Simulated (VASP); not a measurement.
Here is a VASP 6.6.1 calculation.

The input POSCAR:

```
Pd3I
1.0
   -2.1469490000      2.1469490000      3.8759100000
    2.1469490000     -2.1469490000      3.8759100000
    2.1469490000      2.1469490000     -3.8759100000
I Pd
1 3
Direct
   -0.0042590000     -0.0032520000     -0.0084710000
    0.5020540000      0.5023260000      0.0010920000
    0.2436390000      0.7339870000      0.4839260000
    0.7476760000      0.2541000000      0.5039300000
```

The input INCAR.step1:

```
  ALGO = Normal
  EDIFF = 1E-4
  ENCUT = 520
  GGA = PE
  ISMEAR = -1
  LASPH = True
  LCHARG = False
  LREAL = False
  LWAVE = True
  NBANDS = 26
  NELM = 80
  PREC = Accurate
  SIGMA = 0.005
```

Contents of INCAR.step2:

```
  ALGO = Normal
  EDIFF = 1E-6
  ENCUT = 520
  ISIF = 2
  ISMEAR = -1
  ISTART = 1
  LASPH = True
  LCHARG = True
  LELF = True
  LMIXTAU = True
  LREAL = False
  LVHAR = True
  LWAVE = False
  METAGGA = R2SCAN
  NBANDS = 26
  NELM = 80
  PREC = Accurate
  SIGMA = 0.005
```

KPOINTS

```
k-points
0
Gamma
  5 5 6
```

Potentials or basis: VASP PAW PBE potentials, release 64 (I, Pd).

Launch:

```bash
$ cat potpaw_PBE.64/I/POTCAR potpaw_PBE.64/Pd/POTCAR > POTCAR
$ cp INCAR.step1 INCAR
$ mpirun -np 1 vasp_std > vasp.out
$ cp INCAR.step2 INCAR
$ mpirun -np 1 vasp_std > vasp.out
```

Task: Estimate the largest force.

Result: 0.240 eV/Å.

Task: Predict the band gap on the k mesh.

Result: Zero (an odd number of electrons rules out a gap without spin polarisation).

Task: What does it give for the pressure?

Result: -2.0 GPa.

Forces in eV/Å, atoms in the order of the input:
```
I   -0.024 -0.023 -0.019
Pd  -0.036 -0.027 -0.139
Pd   0.221  0.047  0.080
Pd  -0.161  0.002  0.078
```

Caveat: the PAW data sets were made with another functional, which shifts forces and pressure a little; spin-orbit coupling is left out, which moves the levels of the heavy elements; an odd number of electrons without spin polarisation forces a metal; a magnetic or distorted state may lie lower.
